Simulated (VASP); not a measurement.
# Cr (P6_3/mmc) in VASP: a series of runs, part 2 of 2

VASP 6.6.1. The steps go on from the part before.

### Step 3. Relaxation of cell and atoms, PBE, collinear spin, ferromagnetic start

This run uses another cell than the first one, of 14.07 Å³/atom.

Contents of INCAR:

```
PREC = Accurate ; ENCUT = 600
EDIFF = 1E-6 ; ISMEAR = 1
SIGMA = 0.1 ; LREAL = F
LASPH = T ; NELM = 150
ALGO = Normal ; ISIF = 3
LWAVE = F ; LCHARG = F
ISPIN = 2 ; MAGMOM = 3 3
LORBIT = 11 ; LMAXMIX = 4
GGA = PE ; IBRION = 2
NSW = 80 ; EDIFFG = -0.01
```

Contents of KPOINTS:

```
regular mesh
0
Gamma
  9 9 5
```

Contents of POSCAR:

```
Cr
1.0
    2.7140000000      0.0000000000      0.0000000000
   -1.3570000000      2.3503930000      0.0000000000
    0.0000000000      0.0000000000      4.4100000000
Cr
2
Direct
    0.3333333333      0.6666666667      0.2500000000
    0.6666666667      0.3333333333      0.7500000000
```

Potentials or basis: VASP PAW PBE potentials, release 64 (Cr_pv).

Command:

```sh
$ cat potpaw_PBE.64/Cr_pv/POTCAR > POTCAR
$ mpirun -np 1 vasp_std > vasp.out
```

OUTCAR:

```text
PREC = Accurate
   ENCUT = 600
   EDIFF = 1E-6
   ISMEAR = 1
   LREAL = F
   LASPH = T
   NELM = 150
   ISIF = 3
   ISPIN = 2
   LORBIT = 11
   GGA = PE
   IBRION = 2
   NSW = 80
   EDIFFG = -0.01

 ion  position               nearest neighbor table
   1  0.333  0.667  0.250-   2 2.71   2 2.71   2 2.71   2 2.71   2 2.71   2 2.71
   2  0.667  0.333  0.750-   1 2.71   1 2.71   1 2.71   1 2.71   1 2.71   1 2.71

  LATTYP: Found a hexagonal cell.
 ALAT       =     2.7140000000
 C/A-ratio  =     1.6249078850

  Lattice vectors:

 A1 = (   2.7140000000,   0.0000000000,   0.0000000000)
 A2 = (  -1.3570000000,   2.3503930000,   0.0000000000)
 A3 = (   0.0000000000,   0.0000000000,   4.4100000000)

Analysis of symmetry for initial positions (statically):
=====================================================================
 Subroutine PRICEL returns:
 Original cell was already a primitive cell.

 Routine SETGRP: Setting up the symmetry group for a
 hexagonal supercell.

 Subroutine GETGRP returns: Found 24 space group operations
 (whereof 12 operations were pure point group operations)
 out of a pool of 24 trial point group operations.

The static configuration has the point symmetry D_3d.
 The point group associated with its full space group is D_6h.

Analysis of symmetry for dynamics (positions and initial velocities):
=====================================================================
 Subroutine PRICEL returns:
 Original cell was already a primitive cell.

 Routine SETGRP: Setting up the symmetry group for a
 hexagonal supercell.

 Subroutine GETGRP returns: Found 24 space group operations
 (whereof 12 operations were pure point group operations)
 out of a pool of 24 trial point group operations.

The dynamic configuration has the point symmetry D_3d.
 The point group associated with its full space group is D_6h.

Analysis of structural, dynamic, and magnetic symmetry:
=====================================================================
 Subroutine PRICEL returns:
 Original cell was already a primitive cell.

 Routine SETGRP: Setting up the symmetry group for a
 hexagonal supercell.

 Subroutine GETGRP returns: Found 24 space group operations
 (whereof 12 operations were pure point group operations)
 out of a pool of 24 trial point group operations.

The overall configuration has the point symmetry D_3d.
 The point group associated with its full space group is D_6h.

 Subroutine INISYM returns: Found 24 space group operations
 (whereof 12 operations are pure point group operations),
 and found     1 'primitive' translations

----------------------------------------------------------------------------------------

                                     Primitive cell

  volume of cell :      28.1312

  direct lattice vectors                    reciprocal lattice vectors
     2.714000000  0.000000000  0.000000000     0.368459838  0.212730382  0.000000000
    -1.357000000  2.350393000  0.000000000     0.000000000  0.425460763  0.000000000
     0.000000000  0.000000000  4.410000000     0.000000000  0.000000000  0.226757370

  length of vectors
     2.714000000  2.714000047  4.410000000     0.425460771  0.425460763  0.226757370

  position of ions in fractional coordinates (direct lattice)
     0.333333333  0.666666667  0.250000000
     0.666666667  0.333333333  0.750000000

  ion indices of the primitive-cell ions
   primitive index   ion index
                 1           1
                 2           2
[... 56 lines left out ...]
   total plane-waves  NPLWV =  20736
   dimension x,y,z NGX =    24 NGY =   24 NGZ =   36
   dimension x,y,z NGXF=    48 NGYF=   48 NGZF=   72
   ions per type =               2
   NGX,Y,Z   is equivalent  to a cutoff of  14.70, 14.70, 13.57 a.u.
   NGXF,Y,Z  is equivalent  to a cutoff of  29.40, 29.40, 27.14 a.u.
 SYSTEM =  unknown system
   PREC   = accura    normal or accurate (medium, high low for compatibility)
   ISTART =      0    job   : 0-new  1-cont  2-samecut
   ICHARG =      2    charge: 1-file 2-atom 10-const
   ISPIN  =      2    spin polarized calculation?
   LNONCOLLINEAR =      F non collinear calculations
   LSORBIT =      F    spin-orbit coupling
   LASPH  =      T    aspherical Exc in radial PAW
   ENCUT  =  600.0 eV  44.10 Ry    6.64 a.u.   5.42  5.42  8.81*2*pi/ulx,y,z
   NELM   =    150;   NELMIN=  2; NELMDL= -5     # of ELM steps
   EDIFF  = 0.1E-05   stopping-criterion for ELM
   LREAL  =      F    real-space projection
   EDIFFG = -.1E-01   stopping-criterion for IOM
   NSW    =     80    number of steps for IOM
   IBRION =      2    ionic relax: 0-MD 1-quasi-New 2-CG
   NFREE  =      1    steps in history (QN), initial steepest desc. (CG)
   ISIF   =      3    stress and relaxation
   ISYM   =      2    0-nonsym 1-usesym 2-fastsym
   POTIM  = 0.5000    time-step for ionic-motion
   TEBEG  =    0.0;   TEEND  =   0.0 temperature during run
   PSTRESS=    0.0 pullay stress
   NELECT =      24.0000    total number of electrons
   NUPDOWN=      -1.0000    fix difference up-down
   EMIN   =  10.00;   EMAX   =-10.00  energy-range for DOS
   EFERMI =   0.00;   METHOD = LEGACY
   ISMEAR =     1;   SIGMA  =   0.10  broadening in eV -4-tet -1-fermi 0-gaus
   EFERMI_NEDOS =   21; number of points for ismear=-14 and -15
   IALGO  =     38    algorithm
   IMIX   =      4    mixing-type and parameters
     AMIX     =   0.40;   BMIX     =  1.00
     AMIX_MAG =   1.60;   BMIX_MAG =  1.00
  volume/ion in A,a.u.               =      14.07        94.92
  Fermi-wavevector in a.u.,A,eV,Ry     =   1.552681  2.934142 32.801179  2.410819
  Thomas-Fermi vector in A             =   2.657021
   LORBIT       =     11    0 simple, 1 ext, 2 COOP (PROOUT), +10 PAW based schemes
   GGA     = PE    functional components
   LHFCALC =     F    Hartree Fock is set to
   AEXX    =    0.0000 exact exchange contribution
   IVDW    =     0    specifies the selected vdW correction
   LEPSILON=     F    determine dielectric tensor
   LRPA    =     F    only Hartree local field effects (RPA)
 conjugate gradient relaxation of ions
 spin polarized calculation
 Methfessel and Paxton  Order N= 1 SIGMA  =   0.10
  energy-cutoff  :      600.00
  volume of cell :       28.13
 maximum number of plane-waves:       966
 NGX is ok and might be reduce to    24
   NGX = 11   NGY = 11   NGZ = 17

--------------------------------------- Ionic step        1  -------------------------------------------

 number of electron      24.0000013 magnetization       1.7806147

 Free energy of the ion-electron system (eV)
  ---------------------------------------------------
  ext. energy  EPLUGINS =         0.00000000
  ---------------------------------------------------
  free energy    TOTEN  =       -17.70176813 eV

  energy without entropy =      -17.70161232  energy(sigma->0) =      -17.70171619

 E-fermi :   8.2637     XC(G=0): -12.5439

 val. band max:        8.2630167361   @ k =   0.4444   0.1111   0.0000
 cond. band min:       8.2682687464   @ k =   0.1111   0.0000   0.2000
 fundamental gap:      0.0052520102
 Fermi energy:         8.2636735417

 spin component 1

 k-point     1 :       0.0000    0.0000    0.0000
  band No.  band energies     occupation
      1     -35.1620      1.00000
      2     -34.8440      1.00000
      3     -34.8440      1.00000
      4     -34.7781      1.00000
      5     -34.7781      1.00000
      6     -34.6787      1.00000
[... 1154 lines left out ...]
  FREE ENERGIE OF THE ION-ELECTRON SYSTEM (eV)
  ---------------------------------------------------
  free  energy   TOTEN  =       -18.1462959462 eV

  energy  without entropy=      -18.1473268788  energy(sigma->0) =      -18.14663959

[... ionic steps 4 to 8 ...]

--------------------------------------- Ionic step        9  -------------------------------------------

 number of electron      24.0000011 magnetization       0.0000004

 number of electron      24.0000011 magnetization      -0.0000010
[... 73 lines left out ...]
 number of electron      24.0000011 magnetization       0.0000003

 number of electron      24.0000011 magnetization      -0.0000011

 Free energy of the ion-electron system (eV)
  ---------------------------------------------------
  ext. energy  EPLUGINS =         0.00000000
  ---------------------------------------------------
  free energy    TOTEN  =       -18.22829390 eV

  energy without entropy =      -18.23151742  energy(sigma->0) =      -18.22936840

 E-fermi :  10.4758     XC(G=0): -13.4943

 val. band max:       10.4680846263   @ k =   0.1111   0.0000   0.4000
 cond. band min:      10.5114333847   @ k =   0.4444  -0.0000   0.2000
 fundamental gap:      0.0433487584
 Fermi energy:        10.4757661783

 spin component 1

 k-point     1 :       0.0000    0.0000    0.0000
  band No.  band energies     occupation
      1     -32.8236      1.00000
      2     -32.1483      1.00000
      3     -31.9702      1.00000
      4     -31.9702      1.00000
      5     -31.9055      1.00000
      6     -31.9055      1.00000
[... 1080 lines left out ...]
  FREE ENERGIE OF THE ION-ELECTRON SYSTEM (eV)
  ---------------------------------------------------
  free  energy   TOTEN  =       -18.2282938953 eV

  energy  without entropy=      -18.2315174212  energy(sigma->0) =      -18.22936840

 reached required accuracy - stopping structural energy minimisation

 total charge

# of ion       s       p       d       tot
------------------------------------------
    1        0.442   6.370   4.221  11.033
    2        0.442   6.370   4.221  11.033
--------------------------------------------------
tot          0.884  12.739   8.442  22.065

 magnetization (x)

# of ion       s       p       d       tot
------------------------------------------
    1       -0.000  -0.000   0.000  -0.000
    2       -0.000  -0.000   0.000  -0.000
--------------------------------------------------
tot         -0.000  -0.000   0.000  -0.000
```

OSZICAR:

```text
N       E                     dE             d eps       ncg     rms          rms(c)
DAV:   1     0.257472406827E+03    0.25747E+03   -0.15292E+04  2736   0.166E+03
DAV:   2    -0.111699285905E+02   -0.26864E+03   -0.26323E+03  2769   0.454E+02
[... 104 lines left out ...]
       N       E                     dE             d eps       ncg     rms          rms(c)
DAV:   1    -0.182286875011E+02   -0.42606E-03   -0.11025E-02  2766   0.101E+00    0.149E-01
DAV:   2    -0.182283505361E+02    0.33697E-03   -0.97880E-04  2838   0.348E-01    0.519E-02
DAV:   3    -0.182282988754E+02    0.51661E-04   -0.88913E-05  3507   0.678E-02    0.163E-02
DAV:   4    -0.182282947570E+02    0.41184E-05   -0.10586E-05  3836   0.237E-02    0.853E-03
DAV:   5    -0.182282938953E+02    0.86165E-06   -0.74626E-07  1709   0.121E-02
  11 F= -.18228294E+02 E0= -.18229368E+02  d E =-.100699E-03  mag=     0.0000
```

CONTCAR:

```text
Cr
   1.00000000000000
     2.4841664665265029   -0.0000000000000000   -0.0000000000000000
    -1.2420832332632514    2.1513513079633251    0.0000000000000000
    -0.0000000000000000    0.0000000000000000    4.4397945579907958
  Cr
     2
Direct
     0.3333333332999970    0.6666666667000030    0.2500000000000000
     0.6666666667000030    0.3333333332999970    0.7500000000000000

  0.00000000E+00  0.00000000E+00  0.00000000E+00
  0.00000000E+00  0.00000000E+00  0.00000000E+00
```

It took 7.6 min on 1 thread of Intel Xeon 8259CL, shared host; peak memory 0.2 GiB.

What came out:

```
Free energy                                           : -18.2283 eV
Relaxed volume                                        : 11.86 Å³/atom
Relaxed cell                                          : a = 2.484 Å, b = 2.484 Å, c = 4.440 Å, α = 90.00°, β = 90.00°, γ = 120.00°
Space group after relaxing (to 0.1 Å)                 : P6_3/mmc (No. 194)
Energy gained by relaxing                             : 263.3 meV/atom
Ionic steps                                           : 11
Pressure after relaxing                               : 0.0 GPa
Band gap on the k mesh                                : zero (filled and empty bands overlap)
Net moment                                            : 0.00 μB per cell
Valence electrons inside the program's atomic spheres : Cr 11.03
```

Step by step:
```
step  energy change (eV)  largest force (eV/Å)  pressure (GPa)  volume (Å³)
   1              0.0000                0.0000          -25.46        28.13
   2              0.1136                0.0000           57.51        19.97
   3             -0.4445                0.0000           -0.47        23.74
   4             -0.4449                0.0000            0.47        23.65
   5             -0.5079                0.0000            3.36        23.35
   6             -0.5167                0.0000            5.40        23.20
   7             -0.5086                0.0000           -6.13        24.42
   8             -0.5264                0.0000            0.21        23.72
   9             -0.5264                0.0000            0.35        23.71
  10             -0.5265                0.0000           -0.11        23.74
  11             -0.5265                0.0000            0.05        23.73
```

Final structure:
```xyz
2
Lattice="2.4842 0.0000 0.0000 -1.2421 2.1514 0.0000 0.0000 0.0000 4.4398" Properties=species:S:1:pos:R:3 pbc="T T T"
Cr    0.0000    1.4342    1.1099
Cr    1.2421    0.7171    3.3298
```

Levels at points of the mesh, in eV from the Fermi level:
Spin up:
```
           k point  band 8  band 9  band 10  band 11  band 12  band 13  band 14  band 15  band 16  band 17
(0.00, 0.00, 0.00)   -4.11   -1.25    -0.38    -0.38    -0.28    -0.04    -0.04     1.04     1.04     2.16
```
Spin down:
| k point | band 9 | band 10 | band 11 | band 12 | band 13 | band 14 | band 15 | band 16 |
| --- | --- | --- | --- | --- | --- | --- | --- | --- |
| (0.00, 0.00, 0.00) | -1.25 | -0.38 | -0.38 | -0.28 | -0.04 | -0.04 | 1.04 | 1.04 |

Caveat: the volume moved by over 15 % at a fixed basis, so the end points are rough.
